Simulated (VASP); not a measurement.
# LiCl (P6_3mc) in VASP: notebook

LiCl is run at these levels: PBE; tasks: single point.

Everything below comes from runs of VASP 6.6.1. Logs are shortened: lines on timing, memory, paths and dates and some standing lists are left out, and cuts for length are marked.

**1. The cell of the first run**

It takes space group P6_3mc (No. 186, hexagonal). Conventional cell: a = 3.845 Å, b = 3.845 Å, c = 6.227 Å, α = 90.00°, β = 90.00°, γ = 120.00°. Cl (site symmetry 3m) has 4 Li at 2.35 Å within 3.1 Å. Within 3.1 Å of Li (site symmetry 3m) lie 4 Cl at 2.35 Å.

**2. Single point, PBE**

File INCAR:

```
PREC = Accurate
ENCUT = 520
EDIFF = 1E-6
ISMEAR = -1
SIGMA = 0.05
LREAL = False
LASPH = True
NELM = 60
ALGO = Normal
ISIF = 2
LWAVE = False
LCHARG = True
GGA = PE
LELF = True
LVHAR = True
NBANDS = 18
```

File KPOINTS:

```
regular mesh
0
Gamma
  8 8 4
```

File POSCAR:

```
LiCl
1.0
    3.8447600896      0.0000000000      0.0000000000
   -1.9223800448      3.3296599091      0.0000000000
    0.0000000000      0.0000000000      6.2273866065
Cl Li
2 2
Direct
    0.3333333333      0.6666666667      0.9989840000
    0.6666666667      0.3333333333      0.4989840000
    0.3333333333      0.6666666667      0.3760170000
    0.6666666667      0.3333333333      0.8760170000
```

Potentials or basis: VASP PAW PBE potentials, release 64 (Cl, Li_sv).

Launch:

```
$ cat potpaw_PBE.64/Cl/POTCAR potpaw_PBE.64/Li_sv/POTCAR > POTCAR
$ mpirun -np 1 vasp_std > vasp.out
```

OUTCAR:

```text
PREC = Accurate
   ENCUT = 520
   EDIFF = 1E-6
   ISMEAR = -1
   LREAL = False
   LASPH = True
   NELM = 60
   ISIF = 2
   GGA = PE

 ion  position               nearest neighbor table
   1  0.333  0.667  0.999-   3 2.35   4 2.35   4 2.35   4 2.35
   2  0.667  0.333  0.499-   4 2.35   3 2.35   3 2.35   3 2.35
   3  0.333  0.667  0.376-   1 2.35   2 2.35   2 2.35   2 2.35
   4  0.667  0.333  0.876-   2 2.35   1 2.35   1 2.35   1 2.35

  LATTYP: Found a hexagonal cell.
 ALAT       =     3.8447600896
 C/A-ratio  =     1.6197074619

  Lattice vectors:

 A1 = (   3.8447600896,   0.0000000000,   0.0000000000)
 A2 = (  -1.9223800448,   3.3296599091,   0.0000000000)
 A3 = (   0.0000000000,   0.0000000000,   6.2273866065)

Analysis of symmetry for initial positions (statically):
=====================================================================
 Subroutine PRICEL returns:
 Original cell was already a primitive cell.

 Routine SETGRP: Setting up the symmetry group for a
 hexagonal supercell.

 Subroutine GETGRP returns: Found 12 space group operations
 (whereof  6 operations were pure point group operations)
 out of a pool of 24 trial point group operations.

The static configuration has the point symmetry C_3v.
 The point group associated with its full space group is C_6v.

Analysis of symmetry for dynamics (positions and initial velocities):
=====================================================================
 Subroutine PRICEL returns:
 Original cell was already a primitive cell.

 Routine SETGRP: Setting up the symmetry group for a
 hexagonal supercell.

 Subroutine GETGRP returns: Found 12 space group operations
 (whereof  6 operations were pure point group operations)
 out of a pool of 24 trial point group operations.

The dynamic configuration has the point symmetry C_3v.
 The point group associated with its full space group is C_6v.

 Subroutine INISYM returns: Found 12 space group operations
 (whereof  6 operations are pure point group operations),
 and found     1 'primitive' translations

----------------------------------------------------------------------------------------

                                     Primitive cell
[... 85 lines left out ...]
 SYSTEM =  unknown system
   PREC   = accura    normal or accurate (medium, high low for compatibility)
   ISTART =      0    job   : 0-new  1-cont  2-samecut
   ICHARG =      2    charge: 1-file 2-atom 10-const
   ISPIN  =      1    spin polarized calculation?
   LNONCOLLINEAR =      F non collinear calculations
   LSORBIT =      F    spin-orbit coupling
   LASPH  =      T    aspherical Exc in radial PAW
   ENCUT  =  520.0 eV  38.22 Ry    6.18 a.u.   7.15  7.15 11.58*2*pi/ulx,y,z
   NELM   =     60;   NELMIN=  2; NELMDL= -5     # of ELM steps
   EDIFF  = 0.1E-05   stopping-criterion for ELM
   LREAL  =      F    real-space projection
   EDIFFG = 0.1E-04   stopping-criterion for IOM
   NSW    =      0    number of steps for IOM
   IBRION =     -1    ionic relax: 0-MD 1-quasi-New 2-CG
   NFREE  =      0    steps in history (QN), initial steepest desc. (CG)
   ISIF   =      2    stress and relaxation
   ISYM   =      2    0-nonsym 1-usesym 2-fastsym
   POTIM  = 0.5000    time-step for ionic-motion
   TEBEG  =    0.0;   TEEND  =   0.0 temperature during run
   PSTRESS=    0.0 pullay stress
   NELECT =      20.0000    total number of electrons
   NUPDOWN=      -1.0000    fix difference up-down
   EMIN   =  10.00;   EMAX   =-10.00  energy-range for DOS
   EFERMI =   0.00;   METHOD = LEGACY
   ISMEAR =    -1;   SIGMA  =   0.05  broadening in eV -4-tet -1-fermi 0-gaus
   EFERMI_NEDOS =   21; number of points for ismear=-14 and -15
   IALGO  =     38    algorithm
   IMIX   =      4    mixing-type and parameters
     AMIX     =   0.40;   BMIX     =  1.00
     AMIX_MAG =   1.60;   BMIX_MAG =  1.00
  volume/ion in A,a.u.               =      19.93       134.50
  Fermi-wavevector in a.u.,A,eV,Ry     =   1.032507  1.951156 14.504784  1.066072
  Thomas-Fermi vector in A             =   2.166708
   LORBIT       =      0    0 simple, 1 ext, 2 COOP (PROOUT), +10 PAW based schemes
   GGA     = PE    functional components
   LHFCALC =     F    Hartree Fock is set to
   AEXX    =    0.0000 exact exchange contribution
   IVDW    =     0    specifies the selected vdW correction
   LEPSILON=     F    determine dielectric tensor
   LRPA    =     F    only Hartree local field effects (RPA)
 non-spin polarized calculation
  energy-cutoff  :      520.00
  volume of cell :       79.72
 maximum number of plane-waves:      2170
 NGX is ok and might be reduce to    30
   NGX = 15   NGY = 15   NGZ = 23

 number of electron      19.9999976 magnetization

 Free energy of the ion-electron system (eV)
  ---------------------------------------------------
  ext. energy  EPLUGINS =         0.00000000
  ---------------------------------------------------
  free energy    TOTEN  =       -14.85374177 eV

  energy without entropy =      -14.85374177  energy(sigma->0) =      -14.85374177

 E-fermi :   0.1332     XC(G=0):  -7.8204

 val. band max:       -0.9870718123   @ k =   0.0000   0.0000   0.0000
 cond. band min:       5.1676332094   @ k =   0.0000   0.0000   0.0000
 fundamental gap:      6.1547050217
 Fermi energy:         0.1332239974

 k-point     1 :       0.0000    0.0000    0.0000
  band No.  band energies     occupation
      1     -43.7865      2.00000
      2     -43.7848      2.00000
      3     -13.7982      2.00000
      4     -13.4708      2.00000
      5      -3.1372      2.00000
      6      -1.3423      2.00000
[... 481 lines left out ...]
      5      -2.7520      2.00000
      6      -2.7520      2.00000
[... 10 lines left out ...]
     17      10.8178      0.00000
     18      10.8178      0.00000

 [... further k-points ...]
[... 5 lines left out ...]
  --------------------------------------------------------------------------------------
  -------------------------------------------------------------------------------------
  Total        0.6800248      0.6800248      0.6093621      0.0000000     -0.0000000      0.0000000
  in kB       13.6665969     13.6665969     12.2464739      0.0000000     -0.0000000      0.0000000
  external PRESSURE =      13.1932226 kB  Pullay stress =       0.0000000 kB

 VOLUME and BASIS-vectors are now :
 -----------------------------------------------------------------------------
  energy-cutoff  :      520.00
  volume of cell :       79.72
      direct lattice vectors                 reciprocal lattice vectors
     3.844760090  0.000000000  0.000000000     0.260094252  0.150165486  0.000000000
    -1.922380045  3.329659909  0.000000000     0.000000000  0.300330973  0.000000000
     0.000000000  0.000000000  6.227386606     0.000000000  0.000000000  0.160581005

 POSITION                                       TOTAL-FORCE (eV/Angst)
 -----------------------------------------------------------------------------------
     -0.00000      2.21977      6.22106        -0.000000     -0.000000     -0.018403
      1.92238      1.10989      3.10737         0.000000      0.000000     -0.018403
     -0.00000      2.21977      2.34160        -0.000000     -0.000000      0.018403
      1.92238      1.10989      5.45530         0.000000      0.000000      0.018403
 -----------------------------------------------------------------------------------
    total drift:                               -0.000000     -0.000000     -0.000192

  FREE ENERGIE OF THE ION-ELECTRON SYSTEM (eV)
  ---------------------------------------------------
  free  energy   TOTEN  =       -14.8537417671 eV

  energy  without entropy=      -14.8537417671  energy(sigma->0) =      -14.85374177
```

OSZICAR:

```text
N       E                     dE             d eps       ncg     rms          rms(c)
DAV:   1     0.133925524629E+03    0.13393E+03   -0.87293E+03  1080   0.106E+03
DAV:   2     0.389949610829E+00   -0.13354E+03   -0.12860E+03  1346   0.241E+02
DAV:   3    -0.145498385690E+02   -0.14940E+02   -0.14872E+02  1836   0.686E+01
DAV:   4    -0.150464858379E+02   -0.49665E+00   -0.49426E+00  1596   0.139E+01
DAV:   5    -0.150766675863E+02   -0.30182E-01   -0.30174E-01  1672   0.285E+00    0.328E+00
DAV:   6    -0.148265298773E+02    0.25014E+00   -0.43479E-01  1292   0.307E+00    0.248E+00
DAV:   7    -0.148301599418E+02   -0.36301E-02   -0.15241E-01  1424   0.180E+00    0.150E+00
DAV:   8    -0.148524762516E+02   -0.22316E-01   -0.28167E-02  1220   0.108E+00    0.287E-01
DAV:   9    -0.148525543797E+02   -0.78128E-04   -0.11713E-03  1558   0.214E-01    0.895E-02
DAV:  10    -0.148537195085E+02   -0.11651E-02   -0.13869E-03  1160   0.214E-01    0.270E-02
DAV:  11    -0.148537309175E+02   -0.11409E-04   -0.24241E-05  1530   0.321E-02    0.689E-03
DAV:  12    -0.148537413083E+02   -0.10391E-04   -0.88930E-06  1180   0.179E-02    0.278E-03
DAV:  13    -0.148537417671E+02   -0.45884E-06   -0.53330E-07  1280   0.440E-03
   1 F= -.14853742E+02 E0= -.14853742E+02  d E =-.185162E-10
```

stdout:

```text
POSCAR found type information on POSCAR ClLi
 POSCAR found :  2 types and       4 ions
 scaLAPACK will be used
 LDA part: xc-table for (Slater+PW92), standard interpolation
 POSCAR, INCAR and KPOINTS ok, starting setup
 FFT: planning ... GRIDC
 FFT: planning ... GRID_SOFT
 FFT: planning ... GRID
 WAVECAR not read
 entering main loop
```

Run time: 21 s. Hardware: 1 thread of Intel Xeon 6975P-C (Granite Rapids), shared host; peak memory 0.2 GiB.

What came out:

| Property | Result |
| --- | --- |
| Free energy | -14.8537 eV |
| Largest force | 0.018 eV/Å |
| Band gap on the k mesh | 6.15 eV, direct |

Forces on the atoms (eV/Å):
```
Cl   0.000  0.000 -0.018
Cl   0.000  0.000 -0.018
Li   0.000  0.000  0.018
Li   0.000  0.000  0.018
```

Levels at points of the mesh, in eV from the valence-band top:
```
           k point  band 7  band 8  band 9  band 10  band 11  band 12  band 13  band 14
(0.00, 0.00, 0.00)   -0.36   -0.02   -0.02     0.00     6.15     8.37    10.09    10.09
(0.50, 0.00, 0.00)   -1.19   -0.92   -0.61    -0.32     7.88     8.06     9.28    10.37
(0.00, 0.00, 0.50)   -0.19   -0.19   -0.19    -0.19     7.46     7.46    10.32    10.32
(0.50, 0.00, 0.50)   -0.64   -0.64   -0.62    -0.62     7.45     7.45    10.03    10.03
```

Caveat: the cutoff is under 1.25 times the usual one of these potentials, so pressure, stress and relaxed cells hold a basis-set (Pulay) error.

**3. Single point, PBE**

This run uses another cell than the first one, of 20.35 Å³/atom, 1.021 times its volume.

File INCAR:

```
SYSTEM = LiCl
ALGO = Normal
EDIFF = 1E-6
ENCUT = 520
GGA = PE
ISIF = 2
ISMEAR = -1
LASPH = .TRUE.
LCHARG = .FALSE.
LREAL = .FALSE.
LWAVE = .FALSE.
NBANDS = 18
NELM = 100
PREC = Accurate
SIGMA = 0.05
```

File KPOINTS:

```
k-points
0
G
  8 8 4
  0 0 0
```

File POSCAR:

```
LiCl
1.0
    3.8718367570      0.0000000000      0.0000000000
   -1.9359183785      3.3531089909      0.0000000000
    0.0000000000      0.0000000000      6.2712428867
Cl Li
2 2
Direct
    0.3333333333      0.6666666667      0.9989840000
    0.6666666667      0.3333333333      0.4989840000
    0.3333333333      0.6666666667      0.3760170000
    0.6666666667      0.3333333333      0.8760170000
```

Potentials or basis: VASP PAW PBE potentials, release 64 (Cl, Li_sv).

Launch:

```
$ cat potpaw_PBE.64/Cl/POTCAR potpaw_PBE.64/Li_sv/POTCAR > POTCAR
$ mpirun -np 1 vasp_std > vasp.out
```

It took 19 s on 1 thread of Intel Xeon 6975P-C (Granite Rapids), shared host; peak memory 0.19 GiB.

Results (log left out):

| Item | Value |
| --- | --- |
| Free energy | -14.8655 eV |
| Largest force | 0.018 eV/Å |
| Band gap on the k mesh | 6.08 eV, direct |

Forces in eV/Å, atoms in the order of the input:
```
Cl   0.000  0.000 -0.018
Cl   0.000  0.000 -0.018
Li   0.000  0.000  0.018
Li   0.000  0.000  0.018
```

Levels at points of the mesh, in eV from the valence-band top:
```csv
k point,band 7,band 8,band 9,band 10,band 11,band 12,band 13,band 14
"(0.00, 0.00, 0.00)",-0.34,-0.02,-0.02,0.00,6.08,8.30,10.07,10.07
"(0.50, 0.00, 0.00)",-1.15,-0.88,-0.59,-0.31,7.86,8.04,9.21,10.35
"(0.00, 0.00, 0.50)",-0.18,-0.18,-0.18,-0.18,7.38,7.38,10.29,10.29
"(0.50, 0.00, 0.50)",-0.61,-0.61,-0.59,-0.59,7.43,7.43,10.00,10.00
```

Caveat: the cutoff is under 1.25 times the usual one of these potentials, so pressure, stress and relaxed cells hold a basis-set (Pulay) error. A k mesh can miss the band edges.

**4. Single point, PBE**

This run uses another cell than the first one, of 20.78 Å³/atom, 1.043 times its volume.

File INCAR:

```
SYSTEM = LiCl
PREC     = Accurate       ! precision mode
ENCUT    = 520            ! plane-wave cutoff, eV
EDIFF    = 1E-6           ! SCF threshold, eV
ISMEAR   = -1             ! smearing method
SIGMA    = 0.05           ! smearing width, eV
LREAL    = .FALSE.        ! projectors in reciprocal space
LASPH    = .TRUE.         ! aspherical terms in the spheres
NELM     = 80             ! most SCF steps
ALGO     = Normal         ! electronic algorithm
ISIF     = 2              ! what is computed and relaxed
LWAVE    = .FALSE.        ! write WAVECAR
LCHARG   = .TRUE.         ! write CHGCAR
GGA      = PE             ! functional
LELF     = .TRUE.         ! ELF
LVHAR    = .TRUE.       
NBANDS   = 18             ! bands
```

File KPOINTS:

```
regular mesh
0
G
  8 8 4
  0 0 0
```

File POSCAR:

```
LiCl
1.0
    3.8985399233      0.0000000000      0.0000000000
   -1.9492699617      3.3762346113      0.0000000000
    0.0000000000      0.0000000000      6.3144942044
Cl Li
2 2
Direct
    0.3333333333      0.6666666667      0.9989840000
    0.6666666667      0.3333333333      0.4989840000
    0.3333333333      0.6666666667      0.3760170000
    0.6666666667      0.3333333333      0.8760170000
```

Launch:

```
$ cat potpaw_PBE.64/Cl/POTCAR potpaw_PBE.64/Li_sv/POTCAR > POTCAR
$ mpirun -np 1 vasp_std > vasp.out
```

It took 20 s on 1 thread of Intel Xeon 6975P-C (Granite Rapids), shared host; peak memory 0.2 GiB.

The run converged. Its results:

```yaml
Free_energy: -14.8711 eV
Largest_force: 0.017 eV/Å
Band_gap_on_the_k_mesh: 6.01 eV, direct
```

Forces on the atoms (eV/Å):
```
Cl   0.000  0.000 -0.017
Cl   0.000  0.000 -0.017
Li   0.000  0.000  0.017
Li   0.000  0.000  0.017
```

Levels at points of the mesh, in eV from the valence-band top:
```
           k point  band 6  band 7  band 8  band 9  band 10  band 11  band 12  band 13  band 14  band 15
(0.00, 0.00, 0.00)   -0.33   -0.33   -0.02   -0.02     0.00     6.01     8.24    10.04    10.04    10.39
(0.50, 0.00, 0.00)   -1.37   -1.11   -0.85   -0.56    -0.30     7.84     8.02     9.14    10.32    10.59
(0.00, 0.00, 0.50)   -1.12   -0.18   -0.18   -0.18    -0.18     7.30     7.30    10.26    10.26    10.26
(0.50, 0.00, 0.50)   -1.81   -0.59   -0.59   -0.57    -0.57     7.42     7.42     9.96     9.96    11.72
```

Caveat: the cutoff is under 1.25 times the usual one of these potentials, so pressure, stress and relaxed cells hold a basis-set (Pulay) error.

**5. Single point, PBE**

This run uses another cell than the first one, of 21.20 Å³/atom, 1.064 times its volume.

File INCAR:

```
ALGO = Normal ; EDIFF = 1E-6
ENCUT = 520 ; GGA = PE
ISIF = 2 ; ISMEAR = -1
LASPH = T ; LCHARG = T
LELF = T ; LREAL = F
LVHAR = T ; LWAVE = F
NBANDS = 18 ; NELM = 80
PREC = Accurate ; SIGMA = 0.05
```

File KPOINTS:

```
k-points
0
Gamma
  8 8 4
```

File POSCAR:

```
LiCl
1.0
    3.9248822083      0.0000000000      0.0000000000
   -1.9624411042      3.3990476993      0.0000000000
    0.0000000000      0.0000000000      6.3571610000
Cl Li
2 2
Direct
    0.3333333333      0.6666666667      0.9989840000
    0.6666666667      0.3333333333      0.4989840000
    0.3333333333      0.6666666667      0.3760170000
    0.6666666667      0.3333333333      0.8760170000
```

Launch:

```
$ cat potpaw_PBE.64/Cl/POTCAR potpaw_PBE.64/Li_sv/POTCAR > POTCAR
$ mpirun -np 1 vasp_std > vasp.out
```

It took 25 s on 1 thread of Intel Xeon 6975P-C (Granite Rapids), shared host; peak memory 0.2 GiB.

The run converged. Its results:

```yaml
Free_energy: -14.8712 eV
Largest_force: 0.016 eV/Å
Band_gap_on_the_k_mesh: 5.94 eV, direct
```

Forces in eV/Å, atoms in the order of the input:
```
Cl   0.000  0.000 -0.016
Cl   0.000  0.000 -0.016
Li   0.000  0.000  0.016
Li   0.000  0.000  0.016
```

Levels at points of the mesh, in eV from the valence-band top:
| k point | band 6 | band 7 | band 8 | band 9 | band 10 | band 11 | band 12 | band 13 | band 14 | band 15 |
| --- | --- | --- | --- | --- | --- | --- | --- | --- | --- | --- |
| (0.00, 0.00, 0.00) | -0.32 | -0.32 | -0.02 | -0.02 | 0.00 | 5.94 | 8.18 | 10.02 | 10.02 | 10.36 |
| (0.50, 0.00, 0.00) | -1.33 | -1.08 | -0.82 | -0.54 | -0.29 | 7.83 | 8.00 | 9.07 | 10.30 | 10.49 |
| (0.00, 0.00, 0.50) | -1.08 | -0.17 | -0.17 | -0.17 | -0.17 | 7.23 | 7.23 | 10.19 | 10.19 | 10.23 |
| (0.50, 0.00, 0.50) | -1.75 | -0.57 | -0.57 | -0.55 | -0.55 | 7.40 | 7.40 | 9.93 | 9.93 | 11.58 |

Caveat: the cutoff is under 1.25 times the usual one of these potentials, so pressure, stress and relaxed cells hold a basis-set (Pulay) error. Expect the measured gap to be larger: semilocal functionals such as PBE lack the derivative discontinuity.

**6. Summary**

```tsv
cell	gap on the mesh (eV)	largest force (eV/Å)
a = 3.845, b = 3.845, c = 6.227 Å, angles 90.0, 90.0, 120.0°, 4 atoms	6.15	0.02
a = 3.872, b = 3.872, c = 6.271 Å, angles 90.0, 90.0, 120.0°, 4 atoms	6.08	0.02
a = 3.899, b = 3.899, c = 6.314 Å, angles 90.0, 90.0, 120.0°, 4 atoms	6.01	0.02
a = 3.925, b = 3.925, c = 6.357 Å, angles 90.0, 90.0, 120.0°, 4 atoms	5.94	0.02
```

Alike in all rows: task single point; level PBE; potentials or basis VASP PAW PBE potentials, release 64 (Cl, Li_sv); no spin polarisation; k mesh 8 × 8 × 4; cutoff (eV) 520; smearing fermi-dirac 0.05 eV.

Caveats: the cutoff is under 1.25 times the usual one of these potentials, so pressure, stress and relaxed cells hold a basis-set (Pulay) error.

Absolute energies hang on the potentials; compare differences alone.
